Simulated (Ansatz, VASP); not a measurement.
**Sb3Pd: VASP beside Ansatz**

```
Sb Pd
1.0
     4.57297    0.00000    0.00000
     0.00000    4.57297    0.00000
     0.00000    0.00000    4.57297
Sb Pd
3 1
Direct
  0.00000 0.50000 0.50000
  0.50000 0.00000 0.50000
  0.50000 0.50000 0.00000
  0.00000 0.00000 0.00000
```

Alike in both runs: task single point; functional PBE; k mesh 4 × 4 × 4; occupations gaussian, width 0.1 eV; no spin polarisation.

```csv
,VASP,Ansatz
version,VASP 6.6.1,Ansatz 0.2.0
potentials or method,"VASP PAW PBE potentials, release 64 (Sb, Pd), cutoff 520 eV","scalar-relativistic, plane waves, PAW"
valence electrons in the cell,25,63
```

```csv
,VASP,Ansatz,Ansatz less VASP
gap on the k mesh at the Fermi level (eV),none,none,-
pressure (GPa),-0.2,-0.1,+0.10
```

A gap of «none» marks a metal or a gap that the smearing closes. VASP's potentials hold 25 valence electrons a cell and Ansatz's 63, so a difference there can come from the potentials and not from the codes.

Spin-orbit coupling is off throughout.
